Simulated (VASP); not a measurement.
# TiO2 (Pbcn) in VASP: settings compared

Aim: see how the results for TiO2 move with the level of theory and the settings. Levels: LDA, PBE. Tasks: single point.

All numbers are computed with VASP 6.6.1; they aren't measurements. Logs are shortened: lines on timing, memory, paths and dates and some standing lists are left out, and cuts for length are marked.

## (1) The cell of the first run

It takes space group Pbcn (No. 60, orthorhombic). Conventional cell: a = 4.545 Å, b = 5.520 Å, c = 4.909 Å, α = 90.00°, β = 90.00°, γ = 90.00°. Within 2.5 Å of Ti (site symmetry 2) lie 6 O at 1.88 to 2.09 Å. O (site symmetry 1) has 3 Ti at 1.88 to 2.09 Å within 2.5 Å.

## (2) Single point, LDA

INCAR reads:

```
  PREC = Accurate
  ENCUT = 520
  EDIFF = 1E-6
  ISMEAR = -1
  SIGMA = 0.05
  LREAL = False
  LASPH = True
  NELM = 80
  ALGO = Normal
  ISIF = 2
  LWAVE = False
  LCHARG = True
  GGA = CA
  LELF = True
  LVHAR = True
  NBANDS = 60
```

KPOINTS reads:

```
Automatic mesh
0
Gamma
  6 5 6
```

POSCAR reads:

```
TiO2
1.0
    4.5453495500      0.0000000000      0.0000000000
    0.0000000000      5.5196194400      0.0000000000
    0.0000000000      0.0000000000      4.9091968600
Ti O
4 8
Direct
    0.0000000000      0.1729909300      0.7500000000
    0.5000000000      0.3270090700      0.2500000000
    0.0000000000      0.8270090700      0.2500000000
    0.5000000000      0.6729909300      0.7500000000
    0.2714506200      0.3817246400      0.9186490800
    0.7714506200      0.1182753600      0.0813509200
    0.2285493800      0.1182753600      0.4186490800
    0.7285493800      0.3817246400      0.5813509200
    0.2714506200      0.6182753600      0.4186490800
    0.7714506200      0.8817246400      0.5813509200
    0.2285493800      0.8817246400      0.9186490800
    0.7285493800      0.6182753600      0.0813509200
```

Potentials or basis: VASP PAW LDA potentials, release 64 (Ti_sv, O).

Started as:

```bash
$ cat potpaw_LDA.64/Ti_sv/POTCAR potpaw_LDA.64/O/POTCAR > POTCAR
$ mpirun -np 1 vasp_std > vasp.out
```

OUTCAR:

```text
PREC = Accurate
   ENCUT = 520
   EDIFF = 1E-6
   ISMEAR = -1
   LREAL = False
   LASPH = True
   NELM = 80
   ISIF = 2
   GGA = CA

 ion  position               nearest neighbor table
   1  0.000  0.173  0.750-   5 1.88   8 1.88   7 1.95   6 1.95  10 2.09  11 2.09
   2  0.500  0.327  0.250-   6 1.88   7 1.88   5 1.95   8 1.95   9 2.09  12 2.09
   3  0.000  0.827  0.250-   9 1.88  12 1.88  11 1.95  10 1.95   6 2.09   7 2.09
   4  0.500  0.673  0.750-  10 1.88  11 1.88   9 1.95  12 1.95   5 2.09   8 2.09
   5  0.271  0.382  0.919-   1 1.88   2 1.95   4 2.09
   6  0.771  0.118  0.081-   2 1.88   1 1.95   3 2.09
   7  0.229  0.118  0.419-   2 1.88   1 1.95   3 2.09
   8  0.729  0.382  0.581-   1 1.88   2 1.95   4 2.09
   9  0.271  0.618  0.419-   3 1.88   4 1.95   2 2.09
  10  0.771  0.882  0.581-   4 1.88   3 1.95   1 2.09
  11  0.229  0.882  0.919-   4 1.88   3 1.95   1 2.09
  12  0.729  0.618  0.081-   3 1.88   4 1.95   2 2.09

  LATTYP: Found a simple orthorhombic cell.
 ALAT       =     4.5453495500
 B/A-ratio  =     1.0800482572
 C/A-ratio  =     1.2143443269

  Lattice vectors:

 A1 = (  -4.5453495500,   0.0000000000,   0.0000000000)
 A2 = (   0.0000000000,   0.0000000000,   4.9091968600)
 A3 = (   0.0000000000,   5.5196194400,   0.0000000000)

Analysis of symmetry for initial positions (statically):
=====================================================================
 Subroutine PRICEL returns:
 Original cell was already a primitive cell.

 Routine SETGRP: Setting up the symmetry group for a
 simple orthorhombic supercell.

 Subroutine GETGRP returns: Found  8 space group operations
 (whereof  2 operations were pure point group operations)
 out of a pool of  8 trial point group operations.

The static configuration has the point symmetry S_2 .
 The point group associated with its full space group is D_2h.

Analysis of symmetry for dynamics (positions and initial velocities):
=====================================================================
 Subroutine PRICEL returns:
 Original cell was already a primitive cell.

 Routine SETGRP: Setting up the symmetry group for a
 simple orthorhombic supercell.

 Subroutine GETGRP returns: Found  8 space group operations
 (whereof  2 operations were pure point group operations)
 out of a pool of  8 trial point group operations.

The dynamic configuration has the point symmetry S_2 .
 The point group associated with its full space group is D_2h.

 Subroutine INISYM returns: Found  8 space group operations
 (whereof  2 operations are pure point group operations),
 and found     1 'primitive' translations

----------------------------------------------------------------------------------------

                                     Primitive cell

  volume of cell :     123.1649

  direct lattice vectors                    reciprocal lattice vectors
     4.545349550  0.000000000  0.000000000     0.220005082  0.000000000  0.000000000
     0.000000000  5.519619440  0.000000000     0.000000000  0.181171911  0.000000000
     0.000000000  0.000000000  4.909196860     0.000000000  0.000000000  0.203699307

  length of vectors
     4.545349550  5.519619440  4.909196860     0.220005082  0.181171911  0.203699307

  position of ions in fractional coordinates (direct lattice)
     0.000000000  0.172990930  0.750000000
     0.500000000  0.327009070  0.250000000
     0.000000000  0.827009070  0.250000000
     0.500000000  0.672990930  0.750000000
     0.271450620  0.381724640  0.918649080
     0.771450620  0.118275360  0.081350920
     0.228549380  0.118275360  0.418649080
     0.728549380  0.381724640  0.581350920
     0.271450620  0.618275360  0.418649080
     0.771450620  0.881724640  0.581350920
     0.228549380  0.881724640  0.918649080
     0.728549380  0.618275360  0.081350920

  ion indices of the primitive-cell ions
   primitive index   ion index
                 1           1
                 2           2
                 3           3
                 4           4
                 5           5
                 6           6
                 7           7
                 8           8
                 9           9
                10          10
                11          11
                12          12

----------------------------------------------------------------------------------------

 KPOINTS: Automatic mesh

Automatic generation of k-mesh.
 Grid dimensions read from file:
 generate k-points for:    6    5    6

 Generating k-lattice:

  Cartesian coordinates                     Fractional coordinates (reciprocal lattice)
     0.036667514  0.000000000  0.000000000     0.166666667  0.000000000  0.000000000
     0.000000000  0.036234382  0.000000000     0.000000000  0.200000000  0.000000000
     0.000000000  0.000000000  0.033949885     0.000000000  0.000000000  0.166666667

  Length of vectors
     0.036667514  0.036234382  0.033949885

  Shift w.r.t. Gamma in fractional coordinates (k-lattice)
     0.000000000  0.000000000  0.000000000

 Subroutine IBZKPT returns following result:
 ===========================================

 Found     48 irreducible k-points:

 Following reciprocal coordinates:
            Coordinates               Weight
  0.000000  0.000000  0.000000      1.000000
  0.166667  0.000000  0.000000      2.000000
  0.333333  0.000000  0.000000      2.000000
  0.500000  0.000000  0.000000      1.000000
  0.000000  0.200000  0.000000      2.000000
  0.166667  0.200000  0.000000      4.000000
[... 16 lines left out ...]
  0.333333  0.400000  0.166667      8.000000
  0.500000  0.400000  0.166667      4.000000
 [... further k-points ...]
   k-points           NKPTS =     48   k-points in BZ     NKDIM =     48   number of bands    NBANDS=     60
   number of dos      NEDOS =    301   number of ions     NIONS =     12
   total plane-waves  NPLWV =  60480
   dimension x,y,z NGX =    36 NGY =   42 NGZ =   40
   dimension x,y,z NGXF=    72 NGYF=   84 NGZF=   80
   ions per type =               4   8
   NGX,Y,Z   is equivalent  to a cutoff of  13.17, 12.65, 13.55 a.u.
   NGXF,Y,Z  is equivalent  to a cutoff of  26.33, 25.30, 27.09 a.u.
 SYSTEM =  unknown system
   PREC   = accura    normal or accurate (medium, high low for compatibility)
   ISTART =      0    job   : 0-new  1-cont  2-samecut
   ICHARG =      2    charge: 1-file 2-atom 10-const
   ISPIN  =      1    spin polarized calculation?
   LNONCOLLINEAR =      F non collinear calculations
   LSORBIT =      F    spin-orbit coupling
   LASPH  =      T    aspherical Exc in radial PAW
   ENCUT  =  520.0 eV  38.22 Ry    6.18 a.u.   8.45 10.26  9.13*2*pi/ulx,y,z
   NELM   =     80;   NELMIN=  2; NELMDL= -5     # of ELM steps
   EDIFF  = 0.1E-05   stopping-criterion for ELM
   LREAL  =      F    real-space projection
   EDIFFG = 0.1E-04   stopping-criterion for IOM
   NSW    =      0    number of steps for IOM
   IBRION =     -1    ionic relax: 0-MD 1-quasi-New 2-CG
   NFREE  =      0    steps in history (QN), initial steepest desc. (CG)
   ISIF   =      2    stress and relaxation
   ISYM   =      2    0-nonsym 1-usesym 2-fastsym
   POTIM  = 0.5000    time-step for ionic-motion
   TEBEG  =    0.0;   TEEND  =   0.0 temperature during run
   PSTRESS=    0.0 pullay stress
   NELECT =      96.0000    total number of electrons
   NUPDOWN=      -1.0000    fix difference up-down
   EMIN   =  10.00;   EMAX   =-10.00  energy-range for DOS
   EFERMI =   0.00;   METHOD = LEGACY
   ISMEAR =    -1;   SIGMA  =   0.05  broadening in eV -4-tet -1-fermi 0-gaus
   EFERMI_NEDOS =   21; number of points for ismear=-14 and -15
   IALGO  =     38    algorithm
   IMIX   =      4    mixing-type and parameters
     AMIX     =   0.40;   BMIX     =  1.00
     AMIX_MAG =   1.60;   BMIX_MAG =  1.00
  volume/ion in A,a.u.               =      10.26        69.26
  Fermi-wavevector in a.u.,A,eV,Ry     =   1.506617  2.847094 30.883806  2.269896
  Thomas-Fermi vector in A             =   2.617311
   LORBIT       =      0    0 simple, 1 ext, 2 COOP (PROOUT), +10 PAW based schemes
   GGA     = CA    functional components
   LHFCALC =     F    Hartree Fock is set to
   AEXX    =    0.0000 exact exchange contribution
   IVDW    =     0    specifies the selected vdW correction
   LEPSILON=     F    determine dielectric tensor
   LRPA    =     F    only Hartree local field effects (RPA)
 non-spin polarized calculation
  energy-cutoff  :      520.00
  volume of cell :      123.16
 maximum number of plane-waves:      3342
 NGX is ok and might be reduce to    36
   NGX = 17   NGY = 21   NGZ = 19

 number of electron      96.0000013 magnetization

 Free energy of the ion-electron system (eV)
  ---------------------------------------------------
  ext. energy  EPLUGINS =         0.00000000
  ---------------------------------------------------
  free energy    TOTEN  =      -117.55878994 eV

  energy without entropy =     -117.55878994  energy(sigma->0) =     -117.55878994

 E-fermi :   5.3965     XC(G=0): -12.0983

 val. band max:        4.3400376984   @ k =   0.0000   0.0000   0.0000
 cond. band min:       6.8554147655   @ k =   0.0000   0.0000   0.5000
 fundamental gap:      2.5153770672
 Fermi energy:         5.3965381789

 k-point     1 :       0.0000    0.0000    0.0000
  band No.  band energies     occupation
      1     -51.3657      2.00000
      2     -51.3419      2.00000
      3     -51.3332      2.00000
      4     -51.3273      2.00000
      5     -28.2181      2.00000
      6     -28.1286      2.00000
[... 52 lines left out ...]
     59       8.7036      0.00000
     60       8.9913      0.00000

 k-point     2 :       0.1667    0.0000    0.0000
  band No.  band energies     occupation
      1     -51.3640      2.00000
      2     -51.3435      2.00000
      3     -51.3328      2.00000
      4     -51.3276      2.00000
      5     -28.2069      2.00000
      6     -28.1226      2.00000
[... 1375 lines left out ...]
     59       8.4715      0.00000
     60       8.5863      0.00000

 k-point    24 :       0.5000    0.4000    0.1667
  band No.  band energies     occupation
      1     -51.3520      2.00000
      2     -51.3520      2.00000
      3     -51.3319      2.00000
      4     -51.3319      2.00000
      5     -28.1628      2.00000
      6     -28.1628      2.00000
[... 52 lines left out ...]
     59       8.3743      0.00000
     60       8.3743      0.00000

 [... further k-points ...]
[... 5 lines left out ...]
  --------------------------------------------------------------------------------------
  -------------------------------------------------------------------------------------
  Total       -6.0791072     -6.0818681     -6.6642376      0.0000000      0.0000000     -0.0000000
  in kB      -79.0794269    -79.1153424    -86.6910338      0.0000000      0.0000000     -0.0000000
  external PRESSURE =     -81.6286010 kB  Pullay stress =       0.0000000 kB

 VOLUME and BASIS-vectors are now :
 -----------------------------------------------------------------------------
  energy-cutoff  :      520.00
  volume of cell :      123.16
      direct lattice vectors                 reciprocal lattice vectors
     4.545349550  0.000000000  0.000000000     0.220005082  0.000000000  0.000000000
     0.000000000  5.519619440  0.000000000     0.000000000  0.181171911  0.000000000
     0.000000000  0.000000000  4.909196860     0.000000000  0.000000000  0.203699307

 POSITION                                       TOTAL-FORCE (eV/Angst)
 -----------------------------------------------------------------------------------
      0.00000      0.95484      3.68190        -0.000000      0.021484      0.000000
      2.27267      1.80497      1.22730        -0.000000     -0.021484      0.000000
      0.00000      4.56478      1.22730        -0.000000     -0.021484      0.000000
      2.27267      3.71465      3.68190        -0.000000      0.021484      0.000000
      1.23384      2.10697      4.50983         0.046702     -0.086774     -0.002602
      3.50651      0.65283      0.39937         0.046702      0.086774      0.002602
      1.03884      0.65283      2.05523        -0.046702      0.086774     -0.002602
      3.31151      2.10697      2.85397        -0.046702     -0.086774      0.002602
      1.23384      3.41264      2.05523         0.046702      0.086774     -0.002602
      3.50651      4.86678      2.85397         0.046702     -0.086774      0.002602
      1.03884      4.86678      4.50983        -0.046702     -0.086774     -0.002602
      3.31151      3.41264      0.39937        -0.046702      0.086774      0.002602
 -----------------------------------------------------------------------------------
    total drift:                                0.000000      0.000000      0.000000

  FREE ENERGIE OF THE ION-ELECTRON SYSTEM (eV)
  ---------------------------------------------------
  free  energy   TOTEN  =      -117.5587899436 eV

  energy  without entropy=     -117.5587899435  energy(sigma->0) =     -117.55878994
```

Wall time 9.1 min (1 thread of Oxide Virtual Turin-like, shared host); peak memory 0.33 GiB.

What came out:

| Quantity | Value |
| --- | --- |
| Free energy | -117.5588 eV |
| Pressure | -8.2 GPa |
| Largest force | 0.099 eV/Å |
| Band gap on the k mesh | 2.52 eV, indirect (least direct gap 2.58 eV) |

Forces on the atoms (eV/Å):
```
Ti   0.000  0.021  0.000
Ti   0.000 -0.021  0.000
Ti   0.000 -0.021  0.000
Ti   0.000  0.021  0.000
O    0.047 -0.087 -0.003
O    0.047  0.087  0.003
O   -0.047  0.087 -0.003
O   -0.047 -0.087  0.003
O    0.047  0.087 -0.003
O    0.047 -0.087  0.003
O   -0.047 -0.087 -0.003
O   -0.047  0.087  0.003
```

Stress tensor (GPa, compression positive):
```
-7.91  0.00  0.00
 0.00 -7.91  0.00
 0.00  0.00 -8.67
```

A k mesh can miss the band edges.

## (3) Single point, PBE

INCAR reads:

```
SYSTEM = TiO2
PREC = Accurate
ENCUT = 520
EDIFF = 1E-7
ISMEAR = -1
SIGMA = 0.05
LREAL = .False.
LASPH = .True.
NELM = 60
ALGO = Normal
ISIF = 2
LWAVE = .False.
LCHARG = .False.
GGA = PE
NBANDS = 60
```

KPOINTS reads:

```
regular mesh
0
Gamma
  6 5 6
  0 0 0
```

POSCAR is that of step 2.

Potentials or basis: VASP PAW PBE potentials, release 64 (Ti_sv, O).

Started as:

```bash
$ cat potpaw_PBE.64/Ti_sv/POTCAR potpaw_PBE.64/O/POTCAR > POTCAR
$ mpirun -np 1 vasp_std > vasp.out
```

It took 8.6 min on 1 thread of Oxide Virtual Turin-like, shared host; peak memory 0.36 GiB.

It converged, with:

```
Free energy            : -107.3609 eV
Pressure               : 4.8 GPa
Largest force          : 0.086 eV/Å
Band gap on the k mesh : 2.60 eV, indirect (least direct gap 2.65 eV)
```

Forces in eV/Å, atoms in the order of the input:
```
Ti   0.000  0.086  0.000
Ti   0.000 -0.086  0.000
Ti   0.000 -0.086  0.000
Ti   0.000  0.086  0.000
O   -0.045 -0.011 -0.006
O   -0.045  0.011  0.006
O    0.045  0.011 -0.006
O    0.045 -0.011  0.006
O   -0.045  0.011 -0.006
O   -0.045 -0.011  0.006
O    0.045 -0.011 -0.006
O    0.045  0.011  0.006
```

Levels at points of the mesh, in eV from the valence-band top:
| k point | band 44 | band 45 | band 46 | band 47 | band 48 | band 49 | band 50 | band 51 | band 52 | band 53 |
| --- | --- | --- | --- | --- | --- | --- | --- | --- | --- | --- |
| (0.00, 0.00, 0.00) | -0.55 | -0.53 | -0.43 | -0.03 | 0.00 | 2.65 | 2.66 | 2.79 | 2.81 | 2.82 |
| (0.50, 0.00, 0.00) | -1.29 | -0.50 | -0.50 | -0.26 | -0.26 | 3.08 | 3.08 | 3.22 | 3.22 | 3.54 |
| (0.00, 0.00, 0.50) | -1.05 | -0.45 | -0.45 | -0.31 | -0.31 | 2.60 | 2.60 | 3.01 | 3.01 | 3.50 |
| (0.50, 0.00, 0.50) | -1.28 | -0.50 | -0.50 | -0.50 | -0.50 | 2.96 | 2.96 | 2.96 | 2.96 | 3.51 |
